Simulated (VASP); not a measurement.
# Si2Mo (Fd-3m) in VASP: further runs, part 3 of 3

VASP 6.6.1.

## (5) Single point, PBE

This run uses another cell than the first one, of 52.81 Å³/atom.

INCAR

```
  PREC = Accurate
  ENCUT = 520
  EDIFF = 1E-7
  ISMEAR = 0
  SIGMA = 0.1
  LREAL = False
  LASPH = True
  NELM = 100
  ALGO = Normal
  ISIF = 2
  LWAVE = False
  LCHARG = False
  GGA = PE
  NBANDS = 31
```

KPOINTS

```
Automatic mesh
0
Gamma
  6 6 6
```

POSCAR

```
Si2Mo
1.0
    0.0000000000      5.4108720617      5.4108720617
    5.4108720617      0.0000000000      5.4108720617
    5.4108720617      5.4108720617      0.0000000000
Si Mo
4 2
Direct
    0.1250000000      0.1250000000      0.1250000000
    0.6250000000      0.1250000000      0.1250000000
    0.1250000000      0.1250000000      0.6250000000
    0.1250000000      0.6250000000      0.1250000000
    0.0000000000      0.0000000000      0.0000000000
    0.2500000000      0.2500000000      0.2500000000
```

Potentials or basis: VASP PAW PBE potentials, release 64 (Si, Mo_sv).

Run with:

```
> cat potpaw_PBE.64/Si/POTCAR potpaw_PBE.64/Mo_sv/POTCAR > POTCAR
> mpirun -np 1 vasp_std > vasp.out
```

OUTCAR:

```text
PREC = Accurate
   ENCUT = 520
   EDIFF = 1E-7
   ISMEAR = 0
   LREAL = False
   LASPH = True
   NELM = 100
   ISIF = 2
   GGA = PE

 ion  position               nearest neighbor table
   1  0.125  0.125  0.125-   5 2.34   6 2.34
   2  0.625  0.125  0.125-   5 2.34   6 2.34
   3  0.125  0.125  0.625-   5 2.34   6 2.34
   4  0.125  0.625  0.125-   5 2.34   6 2.34
   5  0.000  0.000  0.000-   1 2.34   2 2.34   3 2.34   4 2.34
   6  0.250  0.250  0.250-   1 2.34   2 2.34   3 2.34   4 2.34

  LATTYP: Found a face centered cubic cell.
 ALAT       =    10.8217441234

  Lattice vectors:

 A1 = (   0.0000000000,   5.4108720617,   5.4108720617)
 A2 = (   5.4108720617,   0.0000000000,   5.4108720617)
 A3 = (   5.4108720617,   5.4108720617,   0.0000000000)

Analysis of symmetry for initial positions (statically):
=====================================================================
 Subroutine PRICEL returns:
 Original cell was already a primitive cell.

 Routine SETGRP: Setting up the symmetry group for a
 face centered cubic supercell.
[... 170 lines left out ...]

 val. band max:       -0.8567299914   @ k =   0.0000   0.0000   0.0000
 cond. band min:      -0.8005356380   @ k =  -0.3333   0.3333   0.1667
 fundamental gap:      0.0561943534
 Fermi energy:        -0.8247347582

 k-point     1 :       0.0000    0.0000    0.0000
  band No.  band energies     occupation
      1     -60.6203      2.00000
      2     -60.6196      2.00000
      3     -34.8130      2.00000
      4     -34.8130      2.00000
      5     -34.8130      2.00000
      6     -34.8069      2.00000
[... 533 lines left out ...]
     30       2.6738      0.00000
     31       3.2492      0.00000

------------------------ aborting loop because EDIFF is reached ----------------------------------------

  FORCE on cell =-STRESS in cart. coord.  units (eV):
  Direction    XX          YY          ZZ          XY          YZ          ZX
  --------------------------------------------------------------------------------------
  -------------------------------------------------------------------------------------
  Total        0.1070289      0.1070289      0.1070289     -0.0000000      0.0000000      0.0000000
  in kB        0.5412274      0.5412274      0.5412274     -0.0000000      0.0000000      0.0000000
  external PRESSURE =       0.5412274 kB  Pullay stress =       0.0000000 kB

 VOLUME and BASIS-vectors are now :
 -----------------------------------------------------------------------------
  energy-cutoff  :      520.00
  volume of cell :      316.83
      direct lattice vectors                 reciprocal lattice vectors
     0.000000000  5.410872062  5.410872062    -0.092406546  0.092406546  0.092406546
     5.410872062  0.000000000  5.410872062     0.092406546 -0.092406546  0.092406546
     5.410872062  5.410872062  0.000000000     0.092406546  0.092406546 -0.092406546

 POSITION                                       TOTAL-FORCE (eV/Angst)
 -----------------------------------------------------------------------------------
      1.35272      1.35272      1.35272         0.000000     -0.000000      0.000000
      1.35272      4.05815      4.05815         0.000000     -0.000000      0.000000
      4.05815      4.05815      1.35272         0.000000     -0.000000      0.000000
      4.05815      1.35272      4.05815         0.000000     -0.000000      0.000000
      0.00000      0.00000      0.00000        -0.000000      0.000000      0.000000
      2.70544      2.70544      2.70544         0.000000     -0.000000     -0.000000
 -----------------------------------------------------------------------------------
    total drift:                                0.000000     -0.000000     -0.000000

  FREE ENERGIE OF THE ION-ELECTRON SYSTEM (eV)
  ---------------------------------------------------
  free  energy   TOTEN  =       -34.9275070695 eV

  energy  without entropy=      -34.9091020625  energy(sigma->0) =      -34.91830457
```

OSZICAR:

```text
N       E                     dE             d eps       ncg     rms          rms(c)
DAV:   1     0.249690877588E+03    0.24969E+03   -0.20301E+04  1248   0.114E+03
DAV:   2    -0.201233192637E+02   -0.26981E+03   -0.26160E+03  1278   0.260E+02
DAV:   3    -0.356854343682E+02   -0.15562E+02   -0.14923E+02  1232   0.495E+01
DAV:   4    -0.363051897772E+02   -0.61976E+00   -0.61483E+00  1349   0.911E+00
DAV:   5    -0.363228731494E+02   -0.17683E-01   -0.17660E-01  1262   0.153E+00    0.167E+01
DAV:   6    -0.354158935538E+02    0.90698E+00   -0.19620E+00  1153   0.744E+00    0.606E+00
DAV:   7    -0.351480539425E+02    0.26784E+00   -0.19881E+00  1162   0.473E+00    0.536E+00
DAV:   8    -0.349165701278E+02    0.23148E+00   -0.84791E-01  1118   0.470E+00    0.734E-01
DAV:   9    -0.349224281124E+02   -0.58580E-02   -0.63693E-02  1347   0.978E-01    0.634E-01
DAV:  10    -0.349250221426E+02   -0.25940E-02   -0.74345E-03  1282   0.386E-01    0.117E-01
DAV:  11    -0.349272342684E+02   -0.22121E-02   -0.81997E-04  1154   0.138E-01    0.104E-01
DAV:  12    -0.349275104080E+02   -0.27614E-03   -0.35863E-04  1153   0.107E-01    0.274E-02
DAV:  13    -0.349275106054E+02   -0.19742E-06   -0.53398E-05  1153   0.403E-02    0.104E-02
DAV:  14    -0.349275086541E+02    0.19513E-05   -0.78783E-06  1250   0.107E-02    0.300E-03
DAV:  15    -0.349275071680E+02    0.14862E-05   -0.12634E-06  1025   0.619E-03    0.125E-03
DAV:  16    -0.349275070695E+02    0.98480E-07   -0.34830E-08   811   0.122E-03
   1 F= -.34927507E+02 E0= -.34918305E+02  d E =-.184050E-01
```

stdout:

```text
POSCAR found type information on POSCAR SiMo
 POSCAR found :  2 types and       6 ions
 scaLAPACK will be used
 LDA part: xc-table for (Slater+PW92), standard interpolation
 POSCAR, INCAR and KPOINTS ok, starting setup
 FFT: planning ... GRIDC
 FFT: planning ... GRID_SOFT
 FFT: planning ... GRID
 WAVECAR not read
 entering main loop
```

It took 8.3 min on 1 thread of Intel Xeon 8259CL, shared host; peak memory 0.56 GiB.

Results:

| Property | Result |
| --- | --- |
| Free energy | -34.9275 eV |
| Pressure | 0.1 GPa |
| Band gap on the k mesh | zero (bands 22 and 23 overlap by 0.57 eV) |

## (6) Overview

| task | cell | k mesh | cutoff (eV) | gap on the mesh (eV) | pressure (GPa) |
| --- | --- | --- | --- | --- | --- |
| single point | a = 5.082 Å, angles 60.0°, 6 atoms | 4 × 4 × 4 | 520 | 2.67 | 300.2 |
| relaxation of cell and atoms | relaxed from a = 5.082 Å, angles 60.0°, 6 atoms | 4 × 4 × 4 | 600 | none | 0.0 |
| single point | a = 7.629 Å, angles 60.0°, 6 atoms | 4 × 4 × 4 | 520 | none | 0.3 |
| single point | a = 7.652 Å, angles 60.0°, 6 atoms | 6 × 6 × 6 | 520 | none | 0.1 |

Alike in all rows: level PBE; potentials or basis VASP PAW PBE potentials, release 64 (Si, Mo_sv); no spin polarisation; smearing gaussian 0.1 eV.

Caveats: some runs use coarse meshes; atoms lie so close that the PAW spheres overlap strongly, which falsifies energies and pressures (at least some runs); the cell stands under pressure (at least some runs); the volume moved by over 15 % at a fixed basis, so the end points are rough (at least some runs).

Absolute energies hang on the potentials; compare differences alone.

The gap in the log of VASP goes by the Fermi energy; the results here count the filled bands.